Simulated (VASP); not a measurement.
A run of VASP 6.6.1:

File INCAR:

```
PREC = Accurate
ENCUT = 520
EDIFF = 1E-6
ISMEAR = -1
SIGMA = 0.1
LREAL = False
LASPH = True
NELM = 80
ALGO = Normal
ISIF = 2
LWAVE = False
LCHARG = False
GGA = PE
NBANDS = 12
```

KPOINTS

```
regular mesh
0
Gamma
  21 21 21
```

File POSCAR:

```
Cu
1.0
    2.3742203116      0.0000000000      0.0000000000
    0.0000000000      2.3742203116      0.0000000000
    0.0000000000      0.0000000000      2.3742203116
Cu
1
Direct
    0.0000000000      0.0000000000      0.0000000000
```

Potentials or basis: VASP PAW PBE potentials, release 64 (Cu).

Run with:

```bash
$ cat potpaw_PBE.64/Cu/POTCAR > POTCAR
$ mpirun -np 1 vasp_std > vasp.out
```

Hardware: 1 thread of Intel(R) Xeon(R) 6975P-C (Granite Rapids), on a shared host.

Problem. How long does it take, and how much memory?

Solution. It took 13 s on 1 thread of Intel(R) Xeon(R) 6975P-C (Granite Rapids), with other jobs on the host, peak memory 0.15 GiB. Counts: scf iterations 11, k points 286.
